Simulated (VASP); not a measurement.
# WS (Pm-3m) in VASP: notebook

WS is run at these levels: RPBE+D4, revPBE+D3(BJ); tasks: single point.

All numbers are computed with VASP 6.6.1; they aren't measurements. Logs are shortened: lines on timing, memory, paths and dates and some standing lists are left out, and cuts for length are marked.

## (1) The cell of the first run

Symmetry: Pm-3m, No. 221, cubic system. The conventional cell has a = 2.969 Å, b = 2.969 Å, c = 2.969 Å, α = 90.00°, β = 90.00°, γ = 90.00°. W (site symmetry m-3m) has 8 S at 2.57 Å and 6 W at 2.97 Å within 3.4 Å. Within 3.4 Å of S (site symmetry m-3m) lie 8 W at 2.57 Å and 6 S at 2.97 Å.

## (2) Single point, RPBE+D4

File INCAR:

```
SYSTEM = WS
PREC     = Accurate       ! precision mode
ENCUT    = 520            ! plane-wave cutoff, eV
EDIFF    = 1E-6           ! SCF threshold, eV
ISMEAR   = -1             ! smearing method
SIGMA    = 0.05           ! smearing width, eV
LREAL    = .False.        ! projectors in reciprocal space
LASPH    = .True.         ! aspherical terms in the spheres
NELM     = 60             ! most SCF steps
ALGO     = Normal         ! electronic algorithm
ISIF     = 2              ! what is computed and relaxed
LWAVE    = .False.        ! write WAVECAR
LCHARG   = .False.        ! write CHGCAR
GGA      = RP             ! functional
IVDW     = 13             ! dispersion correction
NBANDS   = 17             ! bands
```

File KPOINTS:

```
regular mesh
0
Gamma
  9 9 9
  0 0 0
```

File POSCAR:

```
WS
1.0
    2.9694971437      0.0000000000      0.0000000000
    0.0000000000      2.9694971437      0.0000000000
    0.0000000000      0.0000000000      2.9694971437
W S
1 1
Direct
    0.5000000000      0.5000000000      0.5000000000
    0.0000000000      0.0000000000      0.0000000000
```

Potentials or basis: VASP PAW PBE potentials, release 64 (W_sv, S).

Started as:

```bash
$ cat potpaw_PBE.64/W_sv/POTCAR potpaw_PBE.64/S/POTCAR > POTCAR
$ mpirun -np 1 vasp_std > vasp.out
```

OUTCAR:

```text
SYSTEM = WS
   PREC = Accurate
   ENCUT = 520
   EDIFF = 1E-6
   ISMEAR = -1
   LREAL = .False.
   LASPH = .True.
   NELM = 60
   ISIF = 2
   GGA = RP
   IVDW = 13

 ion  position               nearest neighbor table
   1  0.500  0.500  0.500-   2 2.57   2 2.57   2 2.57   2 2.57   2 2.57   2 2.57   2 2.57   2 2.57

   2  0.000  0.000  0.000-   1 2.57   1 2.57   1 2.57   1 2.57   1 2.57   1 2.57   1 2.57   1 2.57

  LATTYP: Found a simple cubic cell.
 ALAT       =     2.9694971437

  Lattice vectors:

 A1 = (   2.9694971437,   0.0000000000,   0.0000000000)
 A2 = (   0.0000000000,   2.9694971437,   0.0000000000)
 A3 = (   0.0000000000,   0.0000000000,   2.9694971437)

Analysis of symmetry for initial positions (statically):
=====================================================================
 Subroutine PRICEL returns:
 Original cell was already a primitive cell.

 Routine SETGRP: Setting up the symmetry group for a
 simple cubic supercell.

 Subroutine GETGRP returns: Found 48 space group operations
 (whereof 48 operations were pure point group operations)
 out of a pool of 48 trial point group operations.

The static configuration has the point symmetry O_h .

Analysis of symmetry for dynamics (positions and initial velocities):
=====================================================================
 Subroutine PRICEL returns:
 Original cell was already a primitive cell.

 Routine SETGRP: Setting up the symmetry group for a
 simple cubic supercell.

 Subroutine GETGRP returns: Found 48 space group operations
 (whereof 48 operations were pure point group operations)
 out of a pool of 48 trial point group operations.

The dynamic configuration has the point symmetry O_h .

 Subroutine INISYM returns: Found 48 space group operations
 (whereof 48 operations are pure point group operations),
 and found     1 'primitive' translations

----------------------------------------------------------------------------------------

                                     Primitive cell

  volume of cell :      26.1848

  direct lattice vectors                    reciprocal lattice vectors
     2.969497144  0.000000000  0.000000000     0.336757354  0.000000000  0.000000000
     0.000000000  2.969497144  0.000000000     0.000000000  0.336757354  0.000000000
     0.000000000  0.000000000  2.969497144     0.000000000  0.000000000  0.336757354

  length of vectors
     2.969497144  2.969497144  2.969497144     0.336757354  0.336757354  0.336757354

[... 80 lines left out ...]
   EDIFF  = 0.1E-05   stopping-criterion for ELM
   LREAL  =      F    real-space projection
   EDIFFG = 0.1E-04   stopping-criterion for IOM
   NSW    =      0    number of steps for IOM
   IBRION =     -1    ionic relax: 0-MD 1-quasi-New 2-CG
   NFREE  =      0    steps in history (QN), initial steepest desc. (CG)
   ISIF   =      2    stress and relaxation
   ISYM   =      2    0-nonsym 1-usesym 2-fastsym
   POTIM  = 0.5000    time-step for ionic-motion
   TEBEG  =    0.0;   TEEND  =   0.0 temperature during run
   PSTRESS=    0.0 pullay stress
   NELECT =      20.0000    total number of electrons
   NUPDOWN=      -1.0000    fix difference up-down
   EMIN   =  10.00;   EMAX   =-10.00  energy-range for DOS
   EFERMI =   0.00;   METHOD = LEGACY
   ISMEAR =    -1;   SIGMA  =   0.05  broadening in eV -4-tet -1-fermi 0-gaus
   EFERMI_NEDOS =   21; number of points for ismear=-14 and -15
   IALGO  =     38    algorithm
   IMIX   =      4    mixing-type and parameters
     AMIX     =   0.40;   BMIX     =  1.00
     AMIX_MAG =   1.60;   BMIX_MAG =  1.00
  volume/ion in A,a.u.               =      13.09        88.35
  Fermi-wavevector in a.u.,A,eV,Ry     =   1.496472  2.827922 30.469272  2.239428
  Thomas-Fermi vector in A             =   2.608484
   LORBIT       =      0    0 simple, 1 ext, 2 COOP (PROOUT), +10 PAW based schemes
   GGA     = RP    functional components
   LHFCALC =     F    Hartree Fock is set to
   AEXX    =    0.0000 exact exchange contribution
   IVDW    =    13    specifies the selected vdW correction
   LEPSILON=     F    determine dielectric tensor
   LRPA    =     F    only Hartree local field effects (RPA)
 non-spin polarized calculation
  energy-cutoff  :      520.00
  volume of cell :       26.18
 maximum number of plane-waves:       739
 NGX is ok and might be reduce to    24
   NGX = 11   NGY = 11   NGZ = 11

 number of electron      20.0000004 magnetization

 Free energy of the ion-electron system (eV)
  ---------------------------------------------------
  ext. energy  EPLUGINS =         0.00000000
  ---------------------------------------------------
  free energy    TOTEN  =       -15.53512607 eV

  energy without entropy =      -15.52135056  energy(sigma->0) =      -15.52823832

 E-fermi :  13.3242     XC(G=0): -13.4231

 val. band max:       13.3022011920   @ k =   0.4444   0.2222   0.2222
 cond. band min:      13.3391130803   @ k =   0.4444   0.4444   0.2222
 fundamental gap:      0.0369118883
 Fermi energy:        13.3242411159

 k-point     1 :       0.0000    0.0000    0.0000
  band No.  band energies     occupation
      1     -61.0788      2.00000
      2     -25.1684      2.00000
      3     -25.1684      2.00000
      4     -25.1684      2.00000
      5      -4.6285      2.00000
      6       8.5056      2.00000
[... 457 lines left out ...]
      4     -25.1448      2.00000
      5      -1.8797      2.00000
      6       4.8406      2.00000
[... 9 lines left out ...]
     16      24.4080      0.00000
     17      24.8991      0.00000

 [... further k-points ...]

------------------------ aborting loop because EDIFF is reached ----------------------------------------

  DFT-D4 for vdW energy calculation

  Edisp (eV):   -2.48822

  FORCE on cell =-STRESS in cart. coord.  units (eV):
  Direction    XX          YY          ZZ          XY          YZ          ZX
  --------------------------------------------------------------------------------------
  -------------------------------------------------------------------------------------
  Total       0.03177     0.03177     0.03177    -0.00000    -0.00000    -0.00000
  in kB       1.94377     1.94377     1.94377    -0.00000    -0.00000    -0.00000
  external pressure =        1.94 kB  Pullay stress =        0.00 kB

 VOLUME and BASIS-vectors are now :
 -----------------------------------------------------------------------------
  energy-cutoff  :      520.00
  volume of cell :       26.18
      direct lattice vectors                 reciprocal lattice vectors
     2.969497144  0.000000000  0.000000000     0.336757354  0.000000000  0.000000000
     0.000000000  2.969497144  0.000000000     0.000000000  0.336757354  0.000000000
     0.000000000  0.000000000  2.969497144     0.000000000  0.000000000  0.336757354

 POSITION                                       TOTAL-FORCE (eV/Angst)
 -----------------------------------------------------------------------------------
      1.48475      1.48475      1.48475         0.000000      0.000000      0.000000
      0.00000      0.00000      0.00000         0.000000      0.000000      0.000000
 -----------------------------------------------------------------------------------
    total drift:                                0.000000     -0.000000     -0.000000

  FREE ENERGIE OF THE ION-ELECTRON SYSTEM (eV)
  ---------------------------------------------------
  free  energy   TOTEN  =       -18.0233496026 eV

  energy  without entropy=      -18.0095740869  energy(sigma->0) =      -18.01646184
```

stdout:

```text
POSCAR found type information on POSCAR W S
 POSCAR found :  2 types and       2 ions
 scaLAPACK will be used
 -----------------------------------------------------------------------------
|                                                                             |
|                                                                             |
|     You enforced a specific xc type in the INCAR file but a different       |
|     I HOPE YOU KNOW WHAT YOU ARE DOING!                                     |
|                                                                             |
 -----------------------------------------------------------------------------

 LDA part: xc-table for (Slater+PW92), standard interpolation
 POSCAR, INCAR and KPOINTS ok, starting setup
 FFT: planning ... GRIDC
 FFT: planning ... GRID_SOFT
 FFT: planning ... GRID
 WAVECAR not read
 entering main loop
```

Wall time 4.7 s (1 thread of Intel Xeon 6975P-C (Granite Rapids), shared host); peak memory 0.15 GiB.

What came out:

```
Free energy                : -18.0233 eV
Pressure                   : 0.2 GPa
Band gap on the k mesh     : zero (band 10 reaches 15.28 eV, above the bottom of band 11 at 12.61 eV)
Dispersion energy per atom : -1.244 eV
```

Caveat: the PAW data sets were made with another functional, which shifts forces and pressure a little; spin-orbit coupling is left out, which moves the levels of the heavy elements; pairwise dispersion overbinds metals, which lowers pressure and volume.

## (3) Single point, revPBE+D3(BJ)

This run uses another cell than the first one, of 12.96 Å³/atom, 0.990 times its volume.

File INCAR:

```
ALGO     = Normal         # electronic algorithm
EDIFF    = 1E-6           # SCF threshold, eV
ENCUT    = 520            # plane-wave cutoff, eV
GGA      = RE             # functional
ISIF     = 2              # what is computed and relaxed
ISMEAR   = -1             # smearing method
IVDW     = 12             # dispersion correction
LASPH    = True           # aspherical terms in the spheres
LCHARG   = False          # write CHGCAR
LREAL    = False          # projectors in reciprocal space
LWAVE    = False          # write WAVECAR
NBANDS   = 17             # bands
NELM     = 60             # most SCF steps
PREC     = Accurate       # precision mode
SIGMA    = 0.05           # smearing width, eV
```

File KPOINTS:

```
k-points
0
Gamma
  9 9 9
```

File POSCAR:

```
WS
1.0
    2.9593390072      0.0000000000      0.0000000000
    0.0000000000      2.9593390072      0.0000000000
    0.0000000000      0.0000000000      2.9593390072
W S
1 1
Direct
    0.5000000000      0.5000000000      0.5000000000
    0.0000000000      0.0000000000      0.0000000000
```

Potentials or basis: VASP PAW PBE potentials, release 64 (W_sv, S).

Started as:

```bash
$ cat potpaw_PBE.64/W_sv/POTCAR potpaw_PBE.64/S/POTCAR > POTCAR
$ mpirun -np 1 vasp_std > vasp.out
```

Wall time 4.4 s (1 thread of Intel Xeon 6975P-C (Granite Rapids), shared host); peak memory 0.15 GiB.

The run converged. Its results:

```yaml
Free_energy: -18.1503 eV
Pressure: 0.3 GPa
Band_gap_on_the_k_mesh: zero (band 10 reaches 15.45 eV, above the bottom of band 11 at 12.75 eV)
Dispersion_energy_per_atom: -1.228 eV
```

Levels at points of the mesh, in eV from the Fermi level:
```
           k point  band 8  band 9  band 10  band 11  band 12  band 13
(0.00, 0.00, 0.00)   -2.89   -2.89    -2.89     1.26     1.26     1.26
```

Caveat: the PAW data sets were made with another functional, which shifts forces and pressure a little; spin-orbit coupling is left out, which moves the levels of the heavy elements; pairwise dispersion overbinds metals, which lowers pressure and volume.
